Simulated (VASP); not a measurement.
Set up this calculation in VASP 6.6.1, as the native input.

```
Task                   : relaxation of cell and atoms
Functional             : PBE
Potentials or basis    : VASP PAW PBE potentials, release 64 (Al, N)
Cutoff                 : 600 eV
k mesh                 : 17 × 17 × 17
Occupations            : fermi-dirac, width 0.05 eV
Spin                   : no spin polarisation
Target pressure        : 100 GPa
Dipole correction      : no
Further INCAR settings : ALGO = Normal; EDIFF = 1e-06; IBRION = 2; EDIFFG = -0.005; NSW = 60; ISIF = 3
```

The structure of AlN (zincblende type) lies in POSCAR:

```
AlN
1.0
    0.0000000000      1.9440749723      1.9440749723
    1.9440749723      0.0000000000      1.9440749723
    1.9440749723      1.9440749723      0.0000000000
Al N
1 1
Direct
    0.0000000000      0.0000000000      0.0000000000
    0.2500000000      0.2500000000      0.2500000000
```

The input as run:

INCAR

```
ALGO = Normal
EDIFF = 1E-6
EDIFFG = -0.005
ENCUT = 600
GGA = PE
IBRION = 2
ISIF = 3
ISMEAR = -1
LASPH = True
LCHARG = False
LREAL = False
LWAVE = False
NELM = 100
NSW = 60
PREC = Accurate
PSTRESS = 1000.0
SIGMA = 0.05
```

KPOINTS

```
k-points
0
Gamma
  17 17 17
```

Potentials or basis: VASP PAW PBE potentials, release 64 (Al, N).

Command:

```console
$ cat potpaw_PBE.64/Al/POTCAR potpaw_PBE.64/N/POTCAR > POTCAR
$ mpirun -np 1 vasp_std > vasp.out
```

It gave:

* Relaxed volume: 7.96 Å³/atom
* Relaxed cell: a = 2.823 Å, b = 2.823 Å, c = 2.823 Å, α = 60.00°, β = 60.00°, γ = 60.00°
* Space group after relaxing (to 0.1 Å): F-43m (No. 216)
* Energy change on relaxing (the run minimises the enthalpy): -465.4 meV/atom
* Ionic steps: 16
* Pressure after relaxing: 99.9 GPa
* Band gap on the k mesh: 3.46 eV (least direct gap 5.49 eV)

Caveat: the cell is relaxed towards a set pressure, so the run minimises the enthalpy, not the energy; an odd mesh through Γ misses points on the zone boundary, where band edges can lie.

It took 62 s on 1 thread of Intel(R) Xeon(R) Platinum 8259CL CPU @ 2.50GHz (Skylake/Cascade Lake), on a shared host, peak memory 0.16 GiB.
